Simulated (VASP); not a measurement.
# CrO2 in VASP: single point with PBE

Aim: the single point of CrO2 with PBE.

Program: VASP 6.6.1. These are calculated values, not measurements. Logs are shortened: lines on timing, memory, paths and dates and some standing lists are left out, and cuts for length are marked.

**1. The cell of the first run**

The cell holds a sheet with vacuum, 3 atoms: a = 3.085 Å, b = 3.085 Å, c = 17.000 Å, α = 90.00°, β = 90.00°, γ = 115.61°.

The cell was generated, and may not be a known phase.

**2. Single point, PBE, collinear spin, ferromagnetic start**

INCAR

```
SYSTEM = CrO2
  ALGO = Normal
  DIPOL = 0.5 0.5 0.500
  EDIFF = 1E-6
  ENCUT = 520
  GGA = PE
  GGA_COMPAT = .FALSE.
  IDIPOL = 3
  ISIF = 2
  ISMEAR = 0
  ISPIN = 2
  LASPH = .TRUE.
  LCHARG = .FALSE.
  LDIPOL = .TRUE.
  LMAXMIX = 4
  LORBIT = 11
  LREAL = .FALSE.
  LWAVE = .FALSE.
  MAGMOM = 3 0 0
  NBANDS = 24
  NELM = 200
  NELMDL = -8
  PREC = Accurate
  SIGMA = 0.1
```

KPOINTS

```
k-points
0
G
  6 6 1
  0 0 0
```

POSCAR

```
CrO2
1.0
    3.0854846400      0.0000000000      0.0000000000
   -1.3335130800      2.7824380100      0.0000000000
    0.0000000000      0.0000000000     17.0000000000
Cr O
1 2
Direct
    0.5000000000      0.0000000000      0.5000000000
    0.2499100600      0.3863701000      0.4303248500
    0.7500899400      0.6136299000      0.5696751500
```

Potentials or basis: VASP PAW PBE potentials, release 64 (Cr_sv, O).

Run with:

```sh
> cat potpaw_PBE.64/Cr_sv/POTCAR potpaw_PBE.64/O/POTCAR > POTCAR
> mpirun -np 1 vasp_std > vasp.out
```

OUTCAR:

```text
SYSTEM = CrO2
   EDIFF = 1E-6
   ENCUT = 520
   GGA = PE
   ISIF = 2
   ISMEAR = 0
   ISPIN = 2
   LASPH = .TRUE.
   LORBIT = 11
   LREAL = .FALSE.
   NELM = 200
   NELMDL = -8
   PREC = Accurate

 ion  position               nearest neighbor table
   1  0.500  0.000  0.500-   2 2.05   3 2.05   3 2.08   2 2.08
   2  0.250  0.386  0.430-   1 2.05   1 2.08
   3  0.750  0.614  0.570-   1 2.05   1 2.08

  LATTYP: Found a base centered orthorhombic cell.
 ALAT       =     3.2880641153
 B/A-ratio  =     1.5881748963
 C/A-ratio  =     5.1702154835

  Lattice vectors:

 A1 = (   3.0854846400,   0.0000000000,   0.0000000000)
 A2 = (  -1.3335130800,   2.7824380100,   0.0000000000)
 A3 = (   0.0000000000,   0.0000000000,  17.0000000000)

Analysis of symmetry for initial positions (statically):
=====================================================================
 Subroutine PRICEL returns:
 Original cell was already a primitive cell.

 Routine SETGRP: Setting up the symmetry group for a
 base centered orthorhombic supercell.

 Subroutine GETGRP returns: Found  2 space group operations
 (whereof  2 operations were pure point group operations)
 out of a pool of  8 trial point group operations.

The static configuration has the point symmetry S_2 .

Analysis of symmetry for dynamics (positions and initial velocities):
=====================================================================
 Subroutine PRICEL returns:
 Original cell was already a primitive cell.

 Routine SETGRP: Setting up the symmetry group for a
 base centered orthorhombic supercell.

 Subroutine GETGRP returns: Found  2 space group operations
 (whereof  2 operations were pure point group operations)
 out of a pool of  8 trial point group operations.

The dynamic configuration has the point symmetry S_2 .

Analysis of structural, dynamic, and magnetic symmetry:
=====================================================================
 Subroutine PRICEL returns:
 Original cell was already a primitive cell.

 Routine SETGRP: Setting up the symmetry group for a
 base centered orthorhombic supercell.

 Subroutine GETGRP returns: Found  2 space group operations
 (whereof  2 operations were pure point group operations)
 out of a pool of  8 trial point group operations.

The overall configuration has the point symmetry S_2 .

 Subroutine INISYM returns: Found  2 space group operations
 (whereof  2 operations are pure point group operations),
 and found     1 'primitive' translations

----------------------------------------------------------------------------------------

                                     Primitive cell

  volume of cell :     145.9479

  direct lattice vectors                    reciprocal lattice vectors
     3.085484640  0.000000000  0.000000000     0.324098194  0.155327515  0.000000000
    -1.333513080  2.782438010  0.000000000     0.000000000  0.359397045  0.000000000
     0.000000000  0.000000000 17.000000000     0.000000000  0.000000000  0.058823529

  length of vectors
     3.085484640  3.085485118 17.000000000     0.359397101  0.359397045  0.058823529

  position of ions in fractional coordinates (direct lattice)
     0.500000000  0.000000000  0.500000000
     0.249910060  0.386370100  0.430324850
     0.750089940  0.613629900  0.569675150

  ion indices of the primitive-cell ions
   primitive index   ion index
                 1           1
                 2           2
                 3           3

----------------------------------------------------------------------------------------

 KPOINTS: k-points

Automatic generation of k-mesh.
 Grid dimensions read from file:
 generate k-points for:    6    6    1

 Generating k-lattice:

  Cartesian coordinates                     Fractional coordinates (reciprocal lattice)
     0.054016366  0.025887919  0.000000000     0.166666667  0.000000000  0.000000000
     0.000000000  0.059899508  0.000000000     0.000000000  0.166666667  0.000000000
     0.000000000  0.000000000  0.058823529     0.000000000  0.000000000  1.000000000

  Length of vectors
     0.059899517  0.059899508  0.058823529

  Shift w.r.t. Gamma in fractional coordinates (k-lattice)
     0.000000000  0.000000000  0.000000000

 Subroutine IBZKPT returns following result:
 ===========================================

 Found     20 irreducible k-points:

 Following reciprocal coordinates:
            Coordinates               Weight
  0.000000  0.000000  0.000000      1.000000
  0.166667  0.000000  0.000000      2.000000
  0.000000  0.166667  0.000000      2.000000
  0.333333  0.000000  0.000000      2.000000
  0.000000  0.333333  0.000000      2.000000
  0.500000  0.000000  0.000000      1.000000
[... 12 lines left out ...]
 -0.333333  0.333333  0.000000      2.000000
  0.500000  0.500000  0.000000      1.000000
   k-points           NKPTS =     20   k-points in BZ     NKDIM =     20   number of bands    NBANDS=     24
   number of dos      NEDOS =    301   number of ions     NIONS =      3
   total plane-waves  NPLWV =  72576
   dimension x,y,z NGX =    24 NGY =   24 NGZ =  126
   dimension x,y,z NGXF=    48 NGYF=   48 NGZF=  252
   ions per type =               1   2
   NGX,Y,Z   is equivalent  to a cutoff of  12.93, 12.93, 12.32 a.u.
   NGXF,Y,Z  is equivalent  to a cutoff of  25.86, 25.86, 24.64 a.u.
 SYSTEM =  CrO2
   PREC   = accura    normal or accurate (medium, high low for compatibility)
   ISTART =      0    job   : 0-new  1-cont  2-samecut
   ICHARG =      2    charge: 1-file 2-atom 10-const
   ISPIN  =      2    spin polarized calculation?
   LNONCOLLINEAR =      F non collinear calculations
   LSORBIT =      F    spin-orbit coupling
   LASPH  =      T    aspherical Exc in radial PAW
   ENCUT  =  520.0 eV  38.22 Ry    6.18 a.u.   5.74  5.74 31.61*2*pi/ulx,y,z
   NELM   =    200;   NELMIN=  2; NELMDL= -8     # of ELM steps
   EDIFF  = 0.1E-05   stopping-criterion for ELM
   LREAL  =      F    real-space projection
   EDIFFG = 0.1E-04   stopping-criterion for IOM
   NSW    =      0    number of steps for IOM
   IBRION =     -1    ionic relax: 0-MD 1-quasi-New 2-CG
   NFREE  =      0    steps in history (QN), initial steepest desc. (CG)
   ISIF   =      2    stress and relaxation
   ISYM   =      2    0-nonsym 1-usesym 2-fastsym
   POTIM  = 0.5000    time-step for ionic-motion
   TEBEG  =    0.0;   TEEND  =   0.0 temperature during run
   PSTRESS=    0.0 pullay stress
   NELECT =      26.0000    total number of electrons
   NUPDOWN=      -1.0000    fix difference up-down
   EMIN   =  10.00;   EMAX   =-10.00  energy-range for DOS
   EFERMI =   0.00;   METHOD = LEGACY
   ISMEAR =     0;   SIGMA  =   0.10  broadening in eV -4-tet -1-fermi 0-gaus
   EFERMI_NEDOS =   21; number of points for ismear=-14 and -15
   IALGO  =     38    algorithm
   IMIX   =      4    mixing-type and parameters
     AMIX     =   0.40;   BMIX     =  1.00
     AMIX_MAG =   1.60;   BMIX_MAG =  1.00
  volume/ion in A,a.u.               =      48.65       328.30
  Fermi-wavevector in a.u.,A,eV,Ry     =   0.921156  1.740733 11.544938  0.848529
  Thomas-Fermi vector in A             =   2.046542
   LORBIT       =     11    0 simple, 1 ext, 2 COOP (PROOUT), +10 PAW based schemes
   GGA     = PE    functional components
   LHFCALC =     F    Hartree Fock is set to
   AEXX    =    0.0000 exact exchange contribution
   IVDW    =     0    specifies the selected vdW correction
   LEPSILON=     F    determine dielectric tensor
   LRPA    =     F    only Hartree local field effects (RPA)
 spin polarized calculation
 Gauss-broadening in eV      SIGMA  =   0.10
  energy-cutoff  :      520.00
  volume of cell :      145.95
 maximum number of plane-waves:      3946
   NGX = 11   NGY = 11   NGZ = 63

 dipolmoment           0.000000      0.000000      0.000000 electrons x Angstroem

 number of electron      26.0000026 magnetization       1.9999875

 dipolmoment           0.000000      0.000000     -0.000000 electrons x Angstroem

 Free energy of the ion-electron system (eV)
  ---------------------------------------------------
  ext. energy  EPLUGINS =         0.00000000
  ---------------------------------------------------
  free energy    TOTEN  =       -22.79875272 eV

  energy without entropy =      -22.77979036  energy(sigma->0) =      -22.78927154

 E-fermi :  -5.1016     XC(G=0):  -3.2609

 val. band max:       -5.1055588742   @ k =   0.5000   0.3333   0.0000
 cond. band min:      -5.0933254905   @ k =   0.1667   0.3333   0.0000
 fundamental gap:      0.0122333837
 Fermi energy:        -5.1016025311

 spin component 1

 k-point     1 :       0.0000    0.0000    0.0000
  band No.  band energies     occupation
      1     -78.4263      1.00000
      2     -49.7251      1.00000
      3     -49.6329      1.00000
      4     -49.5667      1.00000
      5     -22.2868      1.00000
      6     -21.3867      1.00000
[... 529 lines left out ...]
     23       8.0930      0.00000
     24       8.6417      0.00000
 Fermi energy:        -5.1016025311

 spin component 2

 k-point     1 :       0.0000    0.0000    0.0000
  band No.  band energies     occupation
      1     -75.7996      1.00000
      2     -47.1777      1.00000
      3     -47.0420      1.00000
      4     -46.9588      1.00000
      5     -22.6298      1.00000
      6     -21.7998      1.00000
[... 529 lines left out ...]
     23       8.1155      0.00000
     24       8.9161      0.00000

------------------------ aborting loop because EDIFF is reached ----------------------------------------

 vacuum level on the upper side and lower side of the slab       (xc-potential included)         0.012         0.012

  FORCE on cell =-STRESS in cart. coord.  units (eV):
  Direction    XX          YY          ZZ          XY          YZ          ZX
  --------------------------------------------------------------------------------------
  -------------------------------------------------------------------------------------
  Total       -6.3281045    -10.0793509     -8.4132997      0.6955681      0.7806882      0.1561334
  in kB      -69.4682594   -110.6484509    -92.3589810      7.6357632      8.5701890      1.7139912
  external PRESSURE =     -90.8252304 kB  Pullay stress =       0.0000000 kB

 VOLUME and BASIS-vectors are now :
 -----------------------------------------------------------------------------
  energy-cutoff  :      520.00
  volume of cell :      145.95
      direct lattice vectors                 reciprocal lattice vectors
     3.085484640  0.000000000  0.000000000     0.324098194  0.155327515  0.000000000
    -1.333513080  2.782438010  0.000000000     0.000000000  0.359397045  0.000000000
     0.000000000  0.000000000 17.000000000     0.000000000  0.000000000  0.058823529

 POSITION                                       TOTAL-FORCE (eV/Angst)
 -----------------------------------------------------------------------------------
      1.54274      0.00000      8.50000        -0.000000      0.000000      0.000000
      0.25586      1.07505      7.31552        -0.068652     -0.329974      3.440753
      1.49611      1.70739      9.68448         0.068652      0.329974     -3.440753
 -----------------------------------------------------------------------------------
    total drift:                                0.000000      0.000000     -0.000000

  FREE ENERGIE OF THE ION-ELECTRON SYSTEM (eV)
  ---------------------------------------------------
  free  energy   TOTEN  =       -22.7987527209 eV

  energy  without entropy=      -22.7797903621  energy(sigma->0) =      -22.78927154

 vacuum level on the upper side and lower side of the slab         2.860         2.860

 total charge

# of ion       s       p       d       tot
------------------------------------------
    1        2.100   5.985   3.335  11.420
    2        1.587   3.242   0.000   4.829
    3        1.587   3.242   0.000   4.829
--------------------------------------------------
tot          5.274  12.469   3.335  21.078

 magnetization (x)

# of ion       s       p       d       tot
------------------------------------------
    1        0.014   0.009   2.229   2.252
    2       -0.000  -0.227   0.000  -0.228
    3       -0.000  -0.227   0.000  -0.228
--------------------------------------------------
tot          0.013  -0.446   2.229   1.796
```

It took 2.6 min on 1 thread of AMD EPYC 9R45 (Zen 5), shared host; peak memory 0.33 GiB.

What came out:

| Item | Value |
| --- | --- |
| Free energy | -22.7988 eV |
| Largest force | 3.457 eV/Å |
| Band gap on the k mesh | zero (filled and empty bands overlap) |
| Net moment | 2.00 μB per cell |
| Site moments | Cr +2.25; O -0.23 μB |
| Valence electrons inside the program's atomic spheres | Cr 11.42; O 4.83 |

Forces in eV/Å, atoms in the order of the input:
```
Cr   0.000  0.000  0.000
O   -0.069 -0.330  3.441
O    0.069  0.330 -3.441
```

Caveat: the k points lie up to 0.38 Å⁻¹ apart; semilocal functionals often make such compounds metallic where correlation or magnetic order opens a gap, which also shifts bond lengths. With open d or f shells a metallic result of PBE can be an artefact of self-interaction; +U or a hybrid may open a gap.
